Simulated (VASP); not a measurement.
Write the native input for VASP 6.6.1 that does the following.

```
Task                   : single point
Functional             : PBE
Potentials or basis    : VASP PAW PBE potentials, release 64 (Si, W_sv)
Cutoff                 : 520 eV
k mesh                 : 4 × 4 × 6
Occupations            : gaussian, width 0.1 eV
Spin                   : no spin polarisation
Dipole correction      : no
Further INCAR settings : ALGO = Normal; EDIFF = 1e-06; NBANDS = 38
```

The structure of SiW4 lies in POSCAR:

```
SiW4
1.0
    3.6358670832     -4.0772242923      0.0000000000
    3.6358670832      4.0772242923      0.0000000000
    0.0000000000      0.0000000000      2.8908787998
Si W
1 4
Direct
    0.0000000000      0.0000000000      0.0000000000
    0.7500271413      0.2499728587      0.5000000000
    0.2499728587      0.7500271413      0.5000000000
    0.3310720548      0.3310720548      0.0000000000
    0.6689279452      0.6689279452      0.0000000000
```

The cell was built from a structure type or drawn by symmetry, and may not be a known phase.

These files were run (other wordings do the same):

INCAR

```
SYSTEM = SiW4
PREC = Accurate ; ENCUT = 520
EDIFF = 1E-6 ; ISMEAR = 0
SIGMA = 0.1 ; LREAL = .False.
LASPH = .True. ; NELM = 80
ALGO = Normal ; ISIF = 2
LWAVE = .False. ; LCHARG = .True.
GGA = PE ; LELF = .True.
LVHAR = .True. ; NBANDS = 38
```

KPOINTS

```
Automatic mesh
0
Gamma
  4 4 6
  0 0 0
```

Potentials or basis: VASP PAW PBE potentials, release 64 (Si, W_sv).

Launch:

```sh
$ cat potpaw_PBE.64/Si/POTCAR potpaw_PBE.64/W_sv/POTCAR > POTCAR
$ mpirun -np 1 vasp_std > vasp.out
```

Results of the run:

```
Pressure               : 0.3 GPa
Largest force          : 0.088 eV/Å
Band gap on the k mesh : zero (bands 30 and 31 overlap by 0.40 eV)
```

Caveat: the k points lie up to 0.36 Å⁻¹ apart; spin-orbit coupling is left out, which moves the levels of the heavy elements.

Wall time 2.6 min on 1 thread of Intel Xeon 8259CL (shared host), peak memory 0.23 GiB.
